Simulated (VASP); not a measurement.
# MgO (I4mm) in VASP: notebook

MgO is run at these levels: PBE; tasks: single point.

Everything below comes from runs of VASP 6.6.1. Logs are shortened: lines on timing, memory, paths and dates and some standing lists are left out, and cuts for length are marked.

### Step 1. The cell of the first run

The structure is tetragonal, space group I4mm (No. 107). Conventional cell: a = 3.020 Å, b = 3.020 Å, c = 4.270 Å, α = 90.00°, β = 90.00°, γ = 90.00°. Within 2.7 Å of Mg (site symmetry 4mm) lie 6 O at 2.01 to 2.26 Å. Within 2.7 Å of O (site symmetry 4mm) lie 6 Mg at 2.01 to 2.26 Å.

### Step 2. Single point, PBE (all Mg atoms moved +0.125 Å, as atom 1 along Cartesian [0 1 0])

INCAR

```
PREC = Accurate
ENCUT = 520
EDIFF = 1E-6
ISMEAR = 0
SIGMA = 0.05
LREAL = False
LASPH = True
NELM = 100
ALGO = Normal
ISIF = 2
LWAVE = False
LCHARG = False
GGA = PE
NBANDS = 11
```

KPOINTS

```
regular mesh
0
Gamma
  10 10 10
```

POSCAR

```
MgO
1.0
    0.0000000000      2.1351500000      2.1351500000
    2.1351500000      0.0000000000      2.1351500000
    2.1351500000      2.1351500000      0.0000000000
Mg O
1 1
Direct
    0.0292719481     -0.0292719481      0.0292719481
    0.5000000000      0.5000000000      0.5000000000
```

Potentials or basis: VASP PAW PBE potentials, release 64 (Mg, O).

The run is started by

```bash
cat potpaw_PBE.64/Mg/POTCAR potpaw_PBE.64/O/POTCAR > POTCAR
mpirun -np 1 vasp_std > vasp.out
```

OUTCAR:

```text
PREC = Accurate
   ENCUT = 520
   EDIFF = 1E-6
   ISMEAR = 0
   LREAL = False
   LASPH = True
   NELM = 100
   ISIF = 2
   GGA = PE

 ion  position               nearest neighbor table
   1  0.029  0.971  0.029-   2 2.01   2 2.14   2 2.14   2 2.14   2 2.14   2 2.26
   2  0.500  0.500  0.500-   1 2.01   1 2.14   1 2.14   1 2.14   1 2.14   1 2.26

  LATTYP: Found a face centered cubic cell.
 ALAT       =     4.2703000000

  Lattice vectors:

 A1 = (   0.0000000000,   2.1351500000,   2.1351500000)
 A2 = (   2.1351500000,   0.0000000000,   2.1351500000)
 A3 = (   2.1351500000,   2.1351500000,   0.0000000000)

Analysis of symmetry for initial positions (statically):
=====================================================================
 Subroutine PRICEL returns:
 Original cell was already a primitive cell.

 Routine SETGRP: Setting up the symmetry group for a
 face centered cubic supercell.

 Subroutine GETGRP returns: Found  8 space group operations
 (whereof  8 operations were pure point group operations)
 out of a pool of 48 trial point group operations.

The static configuration has the point symmetry C_4v.

Analysis of symmetry for dynamics (positions and initial velocities):
=====================================================================
 Subroutine PRICEL returns:
 Original cell was already a primitive cell.

 Routine SETGRP: Setting up the symmetry group for a
 face centered cubic supercell.

 Subroutine GETGRP returns: Found  8 space group operations
 (whereof  8 operations were pure point group operations)
 out of a pool of 48 trial point group operations.

The dynamic configuration has the point symmetry C_4v.

 Subroutine INISYM returns: Found  8 space group operations
 (whereof  8 operations are pure point group operations),
 and found     1 'primitive' translations

----------------------------------------------------------------------------------------

                                     Primitive cell

  volume of cell :      19.4677

  direct lattice vectors                    reciprocal lattice vectors
     0.000000000  2.135150000  2.135150000    -0.234175585  0.234175585  0.234175585
     2.135150000  0.000000000  2.135150000     0.234175585 -0.234175585  0.234175585
     2.135150000  2.135150000  0.000000000     0.234175585  0.234175585 -0.234175585

  length of vectors
     3.019558088  3.019558088  3.019558088     0.405604011  0.405604011  0.405604011

  position of ions in fractional coordinates (direct lattice)
     0.029271948  0.970728052  0.029271948
     0.500000000  0.500000000  0.500000000

  ion indices of the primitive-cell ions
   primitive index   ion index
                 1           1
                 2           2

----------------------------------------------------------------------------------------

 KPOINTS: regular mesh

Automatic generation of k-mesh.
 Grid dimensions read from file:
 generate k-points for:   10   10   10

 Generating k-lattice:

  Cartesian coordinates                     Fractional coordinates (reciprocal lattice)
    -0.023417558  0.023417558  0.023417558     0.100000000  0.000000000  0.000000000
     0.023417558 -0.023417558  0.023417558     0.000000000  0.100000000  0.000000000
     0.023417558  0.023417558 -0.023417558     0.000000000  0.000000000  0.100000000

  Length of vectors
     0.040560401  0.040560401  0.040560401

  Shift w.r.t. Gamma in fractional coordinates (k-lattice)
     0.000000000  0.000000000  0.000000000

 Subroutine IBZKPT returns following result:
 ===========================================

 Found    102 irreducible k-points:

 Following reciprocal coordinates:
            Coordinates               Weight
  0.000000  0.000000  0.000000      1.000000
  0.100000  0.000000  0.000000      8.000000
  0.200000  0.000000  0.000000      8.000000
  0.300000  0.000000  0.000000      8.000000
  0.400000  0.000000  0.000000      8.000000
  0.500000  0.000000  0.000000      4.000000
[... 16 lines left out ...]
 -0.100000  0.100000  0.000000      8.000000
  0.100000  0.000000 -0.100000      4.000000
 [... further k-points ...]
   k-points           NKPTS =    102   k-points in BZ     NKDIM =    102   number of bands    NBANDS=     11
   number of dos      NEDOS =    301   number of ions     NIONS =      2
   total plane-waves  NPLWV =  13824
   dimension x,y,z NGX =    24 NGY =   24 NGZ =   24
   dimension x,y,z NGXF=    48 NGYF=   48 NGZF=   48
   ions per type =               1   1
   NGX,Y,Z   is equivalent  to a cutoff of  13.21, 13.21, 13.21 a.u.
   NGXF,Y,Z  is equivalent  to a cutoff of  26.43, 26.43, 26.43 a.u.
 SYSTEM =  unknown system
   PREC   = accura    normal or accurate (medium, high low for compatibility)
   ISTART =      0    job   : 0-new  1-cont  2-samecut
   ICHARG =      2    charge: 1-file 2-atom 10-const
   ISPIN  =      1    spin polarized calculation?
   LNONCOLLINEAR =      F non collinear calculations
   LSORBIT =      F    spin-orbit coupling
   LASPH  =      T    aspherical Exc in radial PAW
   ENCUT  =  520.0 eV  38.22 Ry    6.18 a.u.   5.61  5.61  5.61*2*pi/ulx,y,z
   NELM   =    100;   NELMIN=  2; NELMDL= -5     # of ELM steps
   EDIFF  = 0.1E-05   stopping-criterion for ELM
   LREAL  =      F    real-space projection
   EDIFFG = 0.1E-04   stopping-criterion for IOM
   NSW    =      0    number of steps for IOM
   IBRION =     -1    ionic relax: 0-MD 1-quasi-New 2-CG
   NFREE  =      0    steps in history (QN), initial steepest desc. (CG)
   ISIF   =      2    stress and relaxation
   ISYM   =      2    0-nonsym 1-usesym 2-fastsym
   POTIM  = 0.5000    time-step for ionic-motion
   TEBEG  =    0.0;   TEEND  =   0.0 temperature during run
   PSTRESS=    0.0 pullay stress
   NELECT =       8.0000    total number of electrons
   NUPDOWN=      -1.0000    fix difference up-down
   EMIN   =  10.00;   EMAX   =-10.00  energy-range for DOS
   EFERMI =   0.00;   METHOD = LEGACY
   ISMEAR =     0;   SIGMA  =   0.05  broadening in eV -4-tet -1-fermi 0-gaus
   EFERMI_NEDOS =   21; number of points for ismear=-14 and -15
   IALGO  =     38    algorithm
   IMIX   =      4    mixing-type and parameters
     AMIX     =   0.40;   BMIX     =  1.00
     AMIX_MAG =   1.60;   BMIX_MAG =  1.00
  volume/ion in A,a.u.               =       9.73        65.69
  Fermi-wavevector in a.u.,A,eV,Ry     =   1.217119  2.300022 20.155386  1.481379
  Thomas-Fermi vector in A             =   2.352450
   LORBIT       =      0    0 simple, 1 ext, 2 COOP (PROOUT), +10 PAW based schemes
   GGA     = PE    functional components
   LHFCALC =     F    Hartree Fock is set to
   AEXX    =    0.0000 exact exchange contribution
   IVDW    =     0    specifies the selected vdW correction
   LEPSILON=     F    determine dielectric tensor
   LRPA    =     F    only Hartree local field effects (RPA)
 non-spin polarized calculation
 Gauss-broadening in eV      SIGMA  =   0.05
  energy-cutoff  :      520.00
  volume of cell :       19.47
 maximum number of plane-waves:       544
   NGX = 11   NGY = 11   NGZ = 11

 number of electron       8.0000002 magnetization

 Free energy of the ion-electron system (eV)
  ---------------------------------------------------
  ext. energy  EPLUGINS =         0.00000000
  ---------------------------------------------------
  free energy    TOTEN  =       -11.87239186 eV

  energy without entropy =      -11.87239186  energy(sigma->0) =      -11.87239186

 E-fermi :   3.1501     XC(G=0): -10.8793

 val. band max:        2.8715788389   @ k =   0.0000   0.0000   0.0000
 cond. band min:       7.2047027450   @ k =   0.0000   0.0000   0.0000
 fundamental gap:      4.3331239061
 Fermi energy:         3.1501487535

 k-point     1 :       0.0000    0.0000    0.0000
  band No.  band energies     occupation
      1     -14.1807      2.00000
      2       2.8501      2.00000
      3       2.8716      2.00000
      4       2.8716      2.00000
      5       7.2047      0.00000
      6      18.4759      0.00000
      7      18.5065      0.00000
      8      18.5065      0.00000
      9      22.2260      0.00000
     10      23.9970      0.00000
     11      24.0288      0.00000

 k-point     2 :       0.1000    0.0000    0.0000
  band No.  band energies     occupation
      1     -14.0829      2.00000
      2       2.2184      2.00000
      3       2.8015      2.00000
      4       2.8102      2.00000
      5       7.8365      0.00000
      6      17.2266      0.00000
      7      18.7129      0.00000
      8      18.7247      0.00000
      9      23.2002      0.00000
     10      23.2363      0.00000
     11      23.8445      0.00000

 k-point     3 :       0.2000    0.0000    0.0000
  band No.  band energies     occupation
      1     -13.8143      2.00000
      2       0.9453      2.00000
      3       2.6454      2.00000
      4       2.6542      2.00000
      5       9.0367      0.00000
      6      15.6835      0.00000
      7      19.1139      0.00000
      8      19.1329      0.00000
      9      22.5133      0.00000
     10      22.5804      0.00000
     11      24.5127      0.00000

 k-point     4 :       0.3000    0.0000    0.0000
  band No.  band energies     occupation
      1     -13.4537      2.00000
      2      -0.3109      2.00000
      3       2.4615      2.00000
      4       2.4704      2.00000
      5      10.0166      0.00000
      6      14.8954      0.00000
      7      19.1450      0.00000
      8      19.1482      0.00000
      9      22.9943      0.00000
     10      23.0239      0.00000
     11      23.9105      0.00000
[... 239 lines left out ...]
 k-point    22 :       0.1000    0.0000   -0.2000
  band No.  band energies     occupation
      1     -13.6309      2.00000
      2       0.4299      2.00000
      3       2.2471      2.00000
      4       2.6204      2.00000
      5       9.7947      0.00000
      6      15.0748      0.00000
      7      18.5817      0.00000
      8      19.6522      0.00000
      9      21.2849      0.00000
     10      23.4140      0.00000
     11      25.6371      0.00000

 k-point    23 :      -0.1000    0.1000    0.0000
  band No.  band energies     occupation
      1     -13.9286      2.00000
      2       1.5227      2.00000
      3       2.5568      2.00000
      4       2.7606      2.00000
      5       8.6290      0.00000
      6      16.1662      0.00000
      7      18.7641      0.00000
      8      19.1504      0.00000
      9      21.9206      0.00000
     10      23.3193      0.00000
     11      25.1835      0.00000

 k-point    24 :       0.1000    0.0000   -0.1000
  band No.  band energies     occupation
      1     -13.9287      2.00000
      2       1.5187      2.00000
      3       2.5519      2.00000
      4       2.7680      2.00000
      5       8.6404      0.00000
      6      16.1509      0.00000
      7      18.7827      0.00000
      8      19.1355      0.00000
      9      21.8347      0.00000
     10      23.3258      0.00000
     11      25.3014      0.00000

 [... further k-points ...]

------------------------ aborting loop because EDIFF is reached ----------------------------------------

  FORCE on cell =-STRESS in cart. coord.  units (eV):
  Direction    XX          YY          ZZ          XY          YZ          ZX
  --------------------------------------------------------------------------------------
  -------------------------------------------------------------------------------------
  Total       -0.3297279      0.2640625     -0.3297279     -0.0000000      0.0000000      0.0000000
  in kB      -27.1363316     21.7321192    -27.1363316     -0.0000000      0.0000000      0.0000000
  external PRESSURE =     -10.8468480 kB  Pullay stress =       0.0000000 kB

 VOLUME and BASIS-vectors are now :
 -----------------------------------------------------------------------------
  energy-cutoff  :      520.00
  volume of cell :       19.47
      direct lattice vectors                 reciprocal lattice vectors
     0.000000000  2.135150000  2.135150000    -0.234175585  0.234175585  0.234175585
     2.135150000  0.000000000  2.135150000     0.234175585 -0.234175585  0.234175585
     2.135150000  2.135150000  0.000000000     0.234175585  0.234175585 -0.234175585

 POSITION                                       TOTAL-FORCE (eV/Angst)
 -----------------------------------------------------------------------------------
      2.13515      0.12500      2.13515         0.000000     -0.632175      0.000000
      2.13515      2.13515      2.13515         0.000000      0.632175      0.000000
 -----------------------------------------------------------------------------------
    total drift:                                0.000000      0.000520      0.000000

  FREE ENERGIE OF THE ION-ELECTRON SYSTEM (eV)
  ---------------------------------------------------
  free  energy   TOTEN  =       -11.8723918563 eV

  energy  without entropy=      -11.8723918563  energy(sigma->0) =      -11.87239186
```

Run time: 30 s. Hardware: 1 thread of AMD EPYC 7R43 (Zen 3), shared host; peak memory 0.12 GiB.

What came out:

| Quantity | Value |
| --- | --- |
| Free energy | -11.8724 eV |
| Pressure | -1.1 GPa |
| Largest force | 0.632 eV/Å |
| Band gap on the k mesh | 4.33 eV, direct |

Forces in eV/Å, atoms in the order of the input:
```
Mg   0.000 -0.632  0.000
O    0.000  0.632  0.000
```

Levels at points of the mesh, in eV from the valence-band top:
| k point | band 1 | band 2 | band 3 | band 4 | band 5 | band 6 | band 7 | band 8 | band 9 |
| --- | --- | --- | --- | --- | --- | --- | --- | --- | --- |
| (0.00, 0.00, 0.00) | -17.05 | -0.02 | 0.00 | 0.00 | 4.33 | 15.60 | 15.63 | 15.63 | 19.35 |
| (0.50, 0.00, 0.00) | -15.87 | -4.43 | -0.61 | -0.60 | 7.65 | 12.08 | 15.89 | 15.95 | 20.25 |
| (0.50, 0.50, 0.00) | -15.63 | -3.91 | -1.30 | -1.29 | 9.12 | 9.46 | 12.68 | 18.34 | 18.47 |
| (0.50, 0.00, 0.50) | -15.63 | -3.89 | -1.28 | -1.28 | 9.08 | 9.44 | 12.70 | 18.38 | 18.38 |

Caveat: the cell differs from its parent crystal (all Mg atoms moved +0.125 Å, as atom 1 along Cartesian [0 1 0]).

### Step 3. Single point, PBE (all Mg atoms moved +0.062 Å, as atom 1 along Cartesian [0 1 0])

INCAR

```
SYSTEM = MgO
PREC = Accurate ; ENCUT = 520
EDIFF = 1E-6 ; ISMEAR = 0
SIGMA = 0.05 ; LREAL = .False.
LASPH = .True. ; NELM = 100
ALGO = Normal ; ISIF = 2
LWAVE = .False. ; LCHARG = .False.
GGA = PE ; NBANDS = 11
```

KPOINTS

```
Automatic mesh
0
Gamma
  10 10 10
  0 0 0
```

POSCAR, as its differences from that of step 2:

```diff
@@ -8,3 +8,3 @@
 Direct
-    0.0292719481     -0.0292719481      0.0292719481
+    0.0146359741     -0.0146359741      0.0146359741
     0.5000000000      0.5000000000      0.5000000000
```

Potentials or basis: VASP PAW PBE potentials, release 64 (Mg, O).

The run is started by

```bash
cat potpaw_PBE.64/Mg/POTCAR potpaw_PBE.64/O/POTCAR > POTCAR
mpirun -np 1 vasp_std > vasp.out
```

It took 34 s on 1 thread of AMD EPYC 7R43 (Zen 3), shared host; peak memory 0.11 GiB.

Results (log left out):

```yaml
Free_energy: -11.9008 eV
Pressure: -2.1 GPa
Largest_force: 0.291 eV/Å
Band_gap_on_the_k_mesh: 4.33 eV, direct
```

Forces on the atoms (eV/Å):
```
Mg   0.000 -0.291  0.000
O    0.000  0.291  0.000
```

Stress tensor (GPa, compression positive):
```
-2.52  0.00  0.00
 0.00 -1.32  0.00
 0.00  0.00 -2.52
```

Levels at points of the mesh, in eV from the valence-band top:
| k point | band 1 | band 2 | band 3 | band 4 | band 5 | band 6 | band 7 | band 8 |
| --- | --- | --- | --- | --- | --- | --- | --- | --- |
| (0.00, 0.00, 0.00) | -17.06 | -0.01 | 0.00 | 0.00 | 4.33 | 15.58 | 15.58 | 15.58 |
| (0.50, 0.00, 0.00) | -15.87 | -4.44 | -0.61 | -0.61 | 7.64 | 12.13 | 15.89 | 15.90 |
| (0.50, 0.50, 0.00) | -15.63 | -3.91 | -1.29 | -1.29 | 9.08 | 9.51 | 12.67 | 18.35 |
| (0.50, 0.00, 0.50) | -15.63 | -3.91 | -1.29 | -1.29 | 9.07 | 9.50 | 12.67 | 18.36 |

Caveat: the cell differs from its parent crystal (all Mg atoms moved +0.062 Å, as atom 1 along Cartesian [0 1 0]).
